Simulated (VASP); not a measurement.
# BPH6 in VASP: notebook, part 2 of 2

VASP 6.6.1. Earlier steps stand in the parts before.

## Step 3: Relaxation of the atoms, PBE

INCAR

```
PREC     = Accurate       # precision mode
ENCUT    = 520            # plane-wave cutoff, eV
EDIFF    = 1E-6           # SCF threshold, eV
ISMEAR   = 0              # smearing method
SIGMA    = 0.05           # smearing width, eV
LREAL    = False          # projectors in reciprocal space
LASPH    = True           # aspherical terms in the spheres
NELM     = 60             # most SCF steps
ALGO     = Normal         # electronic algorithm
ISIF     = 2              # what is computed and relaxed
LWAVE    = False          # write WAVECAR
LCHARG   = False          # write CHGCAR
GGA      = PE             # functional
IBRION   = 2              # ionic algorithm
NSW      = 60             # ionic steps
EDIFFG   = -0.03          # ionic threshold
```

KPOINTS

```
Automatic mesh
0
Gamma
  1 1 1
```

POSCAR

```
BPH6
1.0
   10.6000000000      0.0000000000      0.0000000000
    0.0000000000     10.9000000000      0.0000000000
    0.0000000000      0.0000000000     11.2000000000
B P H
1 1 6
Direct
    0.5598993645      0.5582507581      0.5566904699
    0.4526280470      0.4539318623      0.4551658302
    0.6247151022      0.6212825765      0.4953470038
    0.6247151022      0.4952189397      0.6180339360
    0.4950836267      0.6212825765      0.6180339360
    0.5299711963      0.3787174235      0.3819660640
    0.3752848978      0.5291463010      0.3819660640
    0.3752848978      0.3787174235      0.5283655965
```

Potentials or basis: VASP PAW PBE potentials, release 64 (B, P, H).

Started as:

```console
cat potpaw_PBE.64/B/POTCAR potpaw_PBE.64/P/POTCAR potpaw_PBE.64/H/POTCAR > POTCAR
mpirun -np 1 vasp_gam > vasp.out
```

OUTCAR:

```text
PREC = Accurate
   ENCUT = 520
   EDIFF = 1E-6
   ISMEAR = 0
   LREAL = False
   LASPH = True
   NELM = 60
   ISIF = 2
   GGA = PE
   IBRION = 2
   NSW = 60
   EDIFFG = -0.03

 ion  position               nearest neighbor table
   1  0.560  0.558  0.557-   3 1.19   4 1.19   5 1.19   2 1.97
   2  0.453  0.454  0.455-   7 1.42   6 1.42   8 1.42   1 1.97
   3  0.625  0.621  0.495-   1 1.19
   4  0.625  0.495  0.618-   1 1.19
   5  0.495  0.621  0.618-   1 1.19
   6  0.530  0.379  0.382-   2 1.42
   7  0.375  0.529  0.382-   2 1.42
   8  0.375  0.379  0.528-   2 1.42

  LATTYP: Found a simple orthorhombic cell.
 ALAT       =    10.6000000000
 B/A-ratio  =     1.0283018868
 C/A-ratio  =     1.0566037736

  Lattice vectors:

 A1 = (  10.6000000000,   0.0000000000,   0.0000000000)
 A2 = (   0.0000000000,  10.9000000000,   0.0000000000)
 A3 = (   0.0000000000,   0.0000000000,  11.2000000000)

Analysis of symmetry for initial positions (statically):
=====================================================================
 Subroutine PRICEL returns:
 Original cell was already a primitive cell.

 Routine SETGRP: Setting up the symmetry group for a
 simple orthorhombic supercell.

 Subroutine GETGRP returns: Found  1 space group operations
 (whereof  1 operations were pure point group operations)
 out of a pool of  8 trial point group operations.

The static configuration has the point symmetry C_1 .

Analysis of symmetry for dynamics (positions and initial velocities):
=====================================================================
 Subroutine PRICEL returns:
 Original cell was already a primitive cell.

 Routine SETGRP: Setting up the symmetry group for a
 simple orthorhombic supercell.

 Subroutine GETGRP returns: Found  1 space group operations
 (whereof  1 operations were pure point group operations)
[... 113 lines left out ...]
  Thomas-Fermi vector in A             =   1.283082
   LORBIT       =      0    0 simple, 1 ext, 2 COOP (PROOUT), +10 PAW based schemes
   GGA     = PE    functional components
   LHFCALC =     F    Hartree Fock is set to
   AEXX    =    0.0000 exact exchange contribution
   IVDW    =     0    specifies the selected vdW correction
   LEPSILON=     F    determine dielectric tensor
   LRPA    =     F    only Hartree local field effects (RPA)
 conjugate gradient relaxation of ions
 non-spin polarized calculation
 Gauss-broadening in eV      SIGMA  =   0.05
  energy-cutoff  :      520.00
  volume of cell :     1294.05
 maximum number of plane-waves:     17448
 NGX is ok and might be reduce to    80
   NGX = 39   NGY = 41   NGZ = 41

--------------------------------------- Ionic step        1  -------------------------------------------

 number of electron      13.9999997 magnetization

 Free energy of the ion-electron system (eV)
  ---------------------------------------------------
  ext. energy  EPLUGINS =         0.00000000
  ---------------------------------------------------
  free energy    TOTEN  =       -32.48982099 eV

  energy without entropy =      -32.48982099  energy(sigma->0) =      -32.48982099

------------------------ aborting loop because EDIFF is reached ----------------------------------------

  FORCE on cell =-STRESS in cart. coord.  units (eV):
  Direction    XX          YY          ZZ          XY          YZ          ZX
  --------------------------------------------------------------------------------------
  -------------------------------------------------------------------------------------
  Total       -0.2076846     -0.2094535     -0.2105691     -0.4488154     -0.4527648     -0.4506203
  in kB       -0.2571369     -0.2593271     -0.2607083     -0.5556841     -0.5605739     -0.5579187
  external PRESSURE =      -0.2590574 kB  Pullay stress =       0.0000000 kB
[... 107 lines left out ...]
  FREE ENERGIE OF THE ION-ELECTRON SYSTEM (eV)
  ---------------------------------------------------
  free  energy   TOTEN  =       -32.6872700478 eV

  energy  without entropy=      -32.6872700478  energy(sigma->0) =      -32.68727005

[... ionic steps 4 to 8 ...]

--------------------------------------- Ionic step        9  -------------------------------------------

 number of electron      13.9999997 magnetization

------------------------ aborting loop because EDIFF is reached ----------------------------------------
[... 79 lines left out ...]
--------------------------------------- Ionic step       11  -------------------------------------------

 number of electron      13.9999997 magnetization

 Free energy of the ion-electron system (eV)
  ---------------------------------------------------
  ext. energy  EPLUGINS =         0.00000000
  ---------------------------------------------------
  free energy    TOTEN  =       -32.83425844 eV

  energy without entropy =      -32.83425844  energy(sigma->0) =      -32.83425844

 E-fermi :  -6.8056     XC(G=0):  -0.9721

 val. band max:       -7.0574843703   @ k =   0.0000   0.0000   0.0000
 cond. band min:      -0.7962966737   @ k =   0.0000   0.0000   0.0000
 fundamental gap:      6.2611876967
 Fermi energy:        -6.8056003485

 k-point     1 :       0.0000    0.0000    0.0000
  band No.  band energies     occupation
      1     -17.1714      2.00000
      2     -12.0498      2.00000
      3     -10.4365      2.00000
      4     -10.4361      2.00000
      5      -7.5319      2.00000
      6      -7.0582      2.00000
      7      -7.0575      2.00000
      8      -0.7963      0.00000
      9      -0.3523      0.00000
     10      -0.3513      0.00000
     11       0.0363      0.00000
     12       0.5611      0.00000
[... 33 lines left out ...]
  FREE ENERGIE OF THE ION-ELECTRON SYSTEM (eV)
  ---------------------------------------------------
  free  energy   TOTEN  =       -32.8342584431 eV

  energy  without entropy=      -32.8342584431  energy(sigma->0) =      -32.83425844

 reached required accuracy - stopping structural energy minimisation
```

OSZICAR:

```text
N       E                     dE             d eps       ncg     rms          rms(c)
DAV:   1     0.121020106647E+03    0.12102E+03   -0.31835E+03    24   0.651E+02
DAV:   2    -0.117682916748E+02   -0.13279E+03   -0.13201E+03    48   0.114E+02
DAV:   3    -0.364207578502E+02   -0.24652E+02   -0.24609E+02    32   0.819E+01
[... 134 lines left out ...]
DAV:   1    -0.328342703819E+02   -0.25943E-03   -0.42548E-02    24   0.163E+00    0.952E-02
DAV:   2    -0.328342805739E+02   -0.10192E-04   -0.90956E-04    24   0.226E-01    0.409E-02
DAV:   3    -0.328342581297E+02    0.22444E-04   -0.53022E-05    32   0.546E-02    0.232E-02
DAV:   4    -0.328342579986E+02    0.13111E-06   -0.31462E-05    28   0.349E-02    0.547E-03
DAV:   5    -0.328342584431E+02   -0.44443E-06   -0.42427E-06    28   0.145E-02
  11 F= -.32834258E+02 E0= -.32834258E+02  d E =-.865463E-03
```

Wall time 6.8 min (1 thread of Intel Xeon 6975P-C (Granite Rapids), shared host); peak memory 1.1 GiB.

What came out:

* Free energy: -32.8343 eV
* Energy gained by relaxing: 43.1 meV/atom
* Ionic steps: 11
* Largest force after relaxing: 0.029 eV/Å
* Gap between the frontier levels: 6.26 eV

Forces on the atoms (eV/Å):
```
B   -0.005 -0.007 -0.008
P    0.017  0.016  0.017
H    0.000 -0.001 -0.002
H    0.000 -0.002  0.000
H   -0.002  0.000  0.000
H   -0.023  0.008  0.008
H    0.007 -0.023  0.008
H    0.007  0.008 -0.023
```

The path:
| step | energy change (eV) | largest force (eV/Å) | pressure (GPa) |
| --- | --- | --- | --- |
| 1 | 0.0000 | 2.3810 | -0.03 |
| 2 | -0.1938 | 1.5967 | -0.12 |
| 3 | -0.1974 | 1.3448 | -0.11 |
| 4 | -0.3244 | 0.4230 | -0.03 |
| 5 | -0.3416 | 0.1351 | 0.01 |
| 6 | -0.3424 | 0.1132 | 0.01 |
| 7 | -0.3424 | 0.0714 | 0.01 |
| 8 | -0.3433 | 0.0514 | -0.01 |
| 9 | -0.3436 | 0.1027 | -0.02 |
| 10 | -0.3442 | 0.0486 | -0.02 |
| 11 | -0.3444 | 0.0285 | -0.02 |

Final structure:
```
B P H
1.0
    10.60000    0.00000    0.00000
     0.00000   10.90000    0.00000
     0.00000    0.00000   11.20000
B P H
1 1 6
Direct
  0.56461 0.56283 0.56114
  0.46028 0.46139 0.46243
  0.62585 0.62238 0.49019
  0.62585 0.48993 0.61909
  0.48967 0.62238 0.61909
  0.51998 0.37909 0.38234
  0.37566 0.51945 0.38234
  0.37567 0.37910 0.51894
```

Levels at points of the mesh, in eV from the valence-band top:
```
           k point  band 3  band 4  band 5  band 6  band 7  band 8  band 9  band 10  band 11  band 12
(0.00, 0.00, 0.00)   -3.38   -3.38   -0.47    0.00    0.00    6.26    6.71     6.71     7.09     7.62
```
